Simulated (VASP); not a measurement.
# Rh (Pm-3m) in VASP: further runs

Rh is run at these levels: PBEsol; tasks: relaxation of cell and atoms.

Program: VASP 6.6.1. These are calculated values, not measurements. Logs are shortened: lines on timing, memory, paths and dates and some standing lists are left out, and cuts for length are marked.

## (1) The cell of the first run

Symmetry: Pm-3m, No. 221, cubic system. Conventional cell: a = 2.470 Å, b = 2.470 Å, c = 2.470 Å, α = 90.00°, β = 90.00°, γ = 90.00°. Rh (site symmetry m-3m) has 6 Rh at 2.47 Å within 3.3 Å.

## (2) Relaxation of cell and atoms, PBEsol

INCAR reads:

```
SYSTEM = Rh
PREC = Accurate
ENCUT = 600
EDIFF = 1E-6
ISMEAR = 0
SIGMA = 0.05
LREAL = .False.
LASPH = .True.
NELM = 80
ALGO = Normal
ISIF = 3
LWAVE = .False.
LCHARG = .False.
GGA = PS
IBRION = 2
NSW = 80
EDIFFG = -0.03
```

KPOINTS reads:

```
regular mesh
0
Gamma
  19 19 19
  0 0 0
```

POSCAR reads:

```
Rh
1.0
    2.4700000000      0.0000000000      0.0000000000
    0.0000000000      2.4700000000      0.0000000000
    0.0000000000      0.0000000000      2.4700000000
Rh
1
Direct
    0.0000000000      0.0000000000      0.0000000000
```

Potentials or basis: VASP PAW PBE potentials, release 64 (Rh_pv).

The run is started by

```sh
$ cat potpaw_PBE.64/Rh_pv/POTCAR > POTCAR
$ mpirun -np 1 vasp_std > vasp.out
```

OUTCAR:

```text
SYSTEM = Rh
   PREC = Accurate
   ENCUT = 600
   EDIFF = 1E-6
   ISMEAR = 0
   LREAL = .False.
   LASPH = .True.
   NELM = 80
   ISIF = 3
   GGA = PS
   IBRION = 2
   NSW = 80
   EDIFFG = -0.03

 ion  position               nearest neighbor table
   1  0.000  0.000  0.000-

  LATTYP: Found a simple cubic cell.
 ALAT       =     2.4700000000

  Lattice vectors:

 A1 = (   2.4700000000,   0.0000000000,   0.0000000000)
 A2 = (   0.0000000000,   2.4700000000,   0.0000000000)
 A3 = (   0.0000000000,   0.0000000000,   2.4700000000)

Analysis of symmetry for initial positions (statically):
=====================================================================
 Subroutine PRICEL returns:
 Original cell was already a primitive cell.

 Routine SETGRP: Setting up the symmetry group for a
 simple cubic supercell.

 Subroutine GETGRP returns: Found 48 space group operations
 (whereof 48 operations were pure point group operations)
 out of a pool of 48 trial point group operations.

The static configuration has the point symmetry O_h .

Analysis of symmetry for dynamics (positions and initial velocities):
=====================================================================
 Subroutine PRICEL returns:
 Original cell was already a primitive cell.

 Routine SETGRP: Setting up the symmetry group for a
 simple cubic supercell.

 Subroutine GETGRP returns: Found 48 space group operations
 (whereof 48 operations were pure point group operations)
 out of a pool of 48 trial point group operations.

The dynamic configuration has the point symmetry O_h .

 Subroutine INISYM returns: Found 48 space group operations
 (whereof 48 operations are pure point group operations),
 and found     1 'primitive' translations

----------------------------------------------------------------------------------------

                                     Primitive cell

  volume of cell :      15.0692

  direct lattice vectors                    reciprocal lattice vectors
     2.470000000  0.000000000  0.000000000     0.404858300  0.000000000  0.000000000
     0.000000000  2.470000000  0.000000000     0.000000000  0.404858300  0.000000000
     0.000000000  0.000000000  2.470000000     0.000000000  0.000000000  0.404858300

  length of vectors
     2.470000000  2.470000000  2.470000000     0.404858300  0.404858300  0.404858300

  position of ions in fractional coordinates (direct lattice)
     0.000000000  0.000000000  0.000000000

  ion indices of the primitive-cell ions
   primitive index   ion index
                 1           1

----------------------------------------------------------------------------------------

 KPOINTS: regular mesh

Automatic generation of k-mesh.
 Grid dimensions read from file:
 generate k-points for:   19   19   19

 Generating k-lattice:

  Cartesian coordinates                     Fractional coordinates (reciprocal lattice)
     0.021308332  0.000000000  0.000000000     0.052631579  0.000000000  0.000000000
     0.000000000  0.021308332  0.000000000     0.000000000  0.052631579  0.000000000
     0.000000000  0.000000000  0.021308332     0.000000000  0.000000000  0.052631579

  Length of vectors
     0.021308332  0.021308332  0.021308332

  Shift w.r.t. Gamma in fractional coordinates (k-lattice)
     0.000000000  0.000000000  0.000000000

 Subroutine IBZKPT returns following result:
 ===========================================

 Found    220 irreducible k-points:

 Following reciprocal coordinates:
            Coordinates               Weight
  0.000000  0.000000  0.000000      1.000000
  0.052632  0.000000  0.000000      6.000000
  0.105263  0.000000  0.000000      6.000000
  0.157895  0.000000  0.000000      6.000000
  0.210526  0.000000  0.000000      6.000000
  0.263158  0.000000  0.000000      6.000000
[... 16 lines left out ...]
  0.263158  0.105263  0.000000     24.000000
  0.315789  0.105263  0.000000     24.000000
 [... further k-points ...]
   k-points           NKPTS =    220   k-points in BZ     NKDIM =    220   number of bands    NBANDS=     11
   number of dos      NEDOS =    301   number of ions     NIONS =      1
   total plane-waves  NPLWV =   8000
   dimension x,y,z NGX =    20 NGY =   20 NGZ =   20
   dimension x,y,z NGXF=    40 NGYF=   40 NGZF=   40
   ions per type =               1
   NGX,Y,Z   is equivalent  to a cutoff of  13.46, 13.46, 13.46 a.u.
   NGXF,Y,Z  is equivalent  to a cutoff of  26.92, 26.92, 26.92 a.u.
 SYSTEM =  Rh
   PREC   = accura    normal or accurate (medium, high low for compatibility)
   ISTART =      0    job   : 0-new  1-cont  2-samecut
   ICHARG =      2    charge: 1-file 2-atom 10-const
   ISPIN  =      1    spin polarized calculation?
   LNONCOLLINEAR =      F non collinear calculations
   LSORBIT =      F    spin-orbit coupling
   LASPH  =      T    aspherical Exc in radial PAW
   ENCUT  =  600.0 eV  44.10 Ry    6.64 a.u.   4.93  4.93  4.93*2*pi/ulx,y,z
   NELM   =     80;   NELMIN=  2; NELMDL= -5     # of ELM steps
   EDIFF  = 0.1E-05   stopping-criterion for ELM
   LREAL  =      F    real-space projection
   EDIFFG = -.3E-01   stopping-criterion for IOM
   NSW    =     80    number of steps for IOM
   IBRION =      2    ionic relax: 0-MD 1-quasi-New 2-CG
   NFREE  =      1    steps in history (QN), initial steepest desc. (CG)
   ISIF   =      3    stress and relaxation
   ISYM   =      2    0-nonsym 1-usesym 2-fastsym
   POTIM  = 0.5000    time-step for ionic-motion
   TEBEG  =    0.0;   TEEND  =   0.0 temperature during run
   PSTRESS=    0.0 pullay stress
   NELECT =      15.0000    total number of electrons
   NUPDOWN=      -1.0000    fix difference up-down
   EMIN   =  10.00;   EMAX   =-10.00  energy-range for DOS
   EFERMI =   0.00;   METHOD = LEGACY
   ISMEAR =     0;   SIGMA  =   0.05  broadening in eV -4-tet -1-fermi 0-gaus
   EFERMI_NEDOS =   21; number of points for ismear=-14 and -15
   IALGO  =     38    algorithm
   IMIX   =      4    mixing-type and parameters
     AMIX     =   0.40;   BMIX     =  1.00
     AMIX_MAG =   1.60;   BMIX_MAG =  1.00
  volume/ion in A,a.u.               =      15.07       101.69
  Fermi-wavevector in a.u.,A,eV,Ry     =   1.634588  3.088923 36.353105  2.671878
  Thomas-Fermi vector in A             =   2.726202
   LORBIT       =      0    0 simple, 1 ext, 2 COOP (PROOUT), +10 PAW based schemes
   GGA     = PS    functional components
   LHFCALC =     F    Hartree Fock is set to
   AEXX    =    0.0000 exact exchange contribution
   IVDW    =     0    specifies the selected vdW correction
   LEPSILON=     F    determine dielectric tensor
   LRPA    =     F    only Hartree local field effects (RPA)
 conjugate gradient relaxation of ions
 non-spin polarized calculation
 Gauss-broadening in eV      SIGMA  =   0.05
  energy-cutoff  :      600.00
  volume of cell :       15.07
 maximum number of plane-waves:       515
 NGX is ok and might be reduce to    20
   NGX =  9   NGY =  9   NGZ =  9

--------------------------------------- Ionic step        1  -------------------------------------------

 number of electron      14.9999999 magnetization

 Free energy of the ion-electron system (eV)
  ---------------------------------------------------
  ext. energy  EPLUGINS =         0.00000000
  ---------------------------------------------------
  free energy    TOTEN  =        -7.23645423 eV

  energy without entropy =       -7.23476587  energy(sigma->0) =       -7.23561005

 E-fermi :  10.2851     XC(G=0): -13.4848

 val. band max:       10.2838540816   @ k =   0.1579   0.1053   0.1053
 cond. band min:      10.2932033860   @ k =   0.2632   0.1579   0.1579
 fundamental gap:      0.0093493043
 Fermi energy:        10.2851026095

 k-point     1 :       0.0000    0.0000    0.0000
  band No.  band energies     occupation
      1     -35.7691      2.00000
      2     -35.7691      2.00000
      3     -35.7691      2.00000
      4       2.9594      2.00000
      5       4.6082      2.00000
      6       4.6082      2.00000
      7      11.1859      0.00000
      8      11.1859      0.00000
      9      11.1859      0.00000
     10      27.6109      0.00000
     11      27.6109      0.00000

 k-point     2 :       0.0526    0.0000    0.0000
  band No.  band energies     occupation
      1     -35.7947      2.00000
      2     -35.7670      2.00000
      3     -35.7670      2.00000
      4       3.0455      2.00000
      5       4.6258      2.00000
      6       4.6902      2.00000
      7      11.1061      0.00000
      8      11.1061      0.00000
      9      11.1921      0.00000
     10      27.0226      0.00000
     11      27.7649      0.00000
[... 365 lines left out ...]
 POSITION                                       TOTAL-FORCE (eV/Angst)
 -----------------------------------------------------------------------------------
      0.00000      0.00000      0.00000        -0.000000     -0.000000      0.000000
 -----------------------------------------------------------------------------------
    total drift:                               -0.000000     -0.000000     -0.000000

  FREE ENERGIE OF THE ION-ELECTRON SYSTEM (eV)
  ---------------------------------------------------
  free  energy   TOTEN  =        -7.1970579283 eV

  energy  without entropy=       -7.1949394575  energy(sigma->0) =       -7.19599869

--------------------------------------- Ionic step        3  -------------------------------------------

 number of electron      14.9999993 magnetization

 Free energy of the ion-electron system (eV)
  ---------------------------------------------------
  ext. energy  EPLUGINS =         0.00000000
  ---------------------------------------------------
  free energy    TOTEN  =        -7.24925199 eV

  energy without entropy =       -7.24743261  energy(sigma->0) =       -7.24834230

 E-fermi :   9.6974     XC(G=0): -13.2663

 val. band max:        9.6827637335   @ k =   0.1579   0.1053   0.1053
 cond. band min:       9.6979052608   @ k =   0.1579   0.1053   0.1053
 fundamental gap:      0.0151415273
 Fermi energy:         9.6974224094

 k-point     1 :       0.0000    0.0000    0.0000
  band No.  band energies     occupation
      1     -36.3053      2.00000
      2     -36.3053      2.00000
      3     -36.3053      2.00000
      4       2.6146      2.00000
      5       4.3009      2.00000
      6       4.3009      2.00000
      7      10.5437      0.00000
      8      10.5437      0.00000
      9      10.5437      0.00000
     10      26.7599      0.00000
     11      26.7599      0.00000

 k-point     2 :       0.0526    0.0000    0.0000
  band No.  band energies     occupation
      1     -36.3280      2.00000
      2     -36.3034      2.00000
      3     -36.3034      2.00000
      4       2.6980      2.00000
      5       4.3177      2.00000
      6       4.3783      2.00000
      7      10.4690      0.00000
      8      10.4690      0.00000
      9      10.5495      0.00000
     10      26.1758      0.00000
     11      26.9078      0.00000
[... 330 lines left out ...]
 POSITION                                       TOTAL-FORCE (eV/Angst)
 -----------------------------------------------------------------------------------
      0.00000      0.00000      0.00000        -0.000000     -0.000000      0.000000
 -----------------------------------------------------------------------------------
    total drift:                               -0.000000      0.000000     -0.000000

  FREE ENERGIE OF THE ION-ELECTRON SYSTEM (eV)
  ---------------------------------------------------
  free  energy   TOTEN  =        -7.2492519860 eV

  energy  without entropy=       -7.2474326135  energy(sigma->0) =       -7.24834230

 reached required accuracy - stopping structural energy minimisation
```

Wall time 28 s (1 thread of AMD EPYC 9R45 (Zen 5), shared host); peak memory 0.14 GiB.

Results:

- Free energy: -7.2493 eV
- Relaxed volume: 15.61 Å³/atom
- Relaxed cell: a = 2.499 Å, b = 2.499 Å, c = 2.499 Å, α = 90.00°, β = 90.00°, γ = 90.00°
- Space group after relaxing (to 0.05 Å): Pm-3m (No. 221)
- Energy gained by relaxing: 12.8 meV/atom
- Ionic steps: 3
- Pressure after relaxing: -0.2 GPa

The path:
```csv
step,energy change (eV),largest force (eV/Å),pressure (GPa),volume (Å³)
1,0.0000,0.0000,8.06,15.07
2,0.0394,0.0000,-13.20,16.78
3,-0.0128,0.0000,-0.17,15.61
```

Final structure:
```
CELL_PARAMETERS angstrom
2.49938 0.00000 0.00000
0.00000 2.49938 0.00000
0.00000 0.00000 2.49938
ATOMIC_POSITIONS crystal
Rh 0.00000 0.00000 0.00000
```

Caveat: the PAW data sets were made with another functional, which shifts forces and pressure a little.

[end of part 1 of 2]
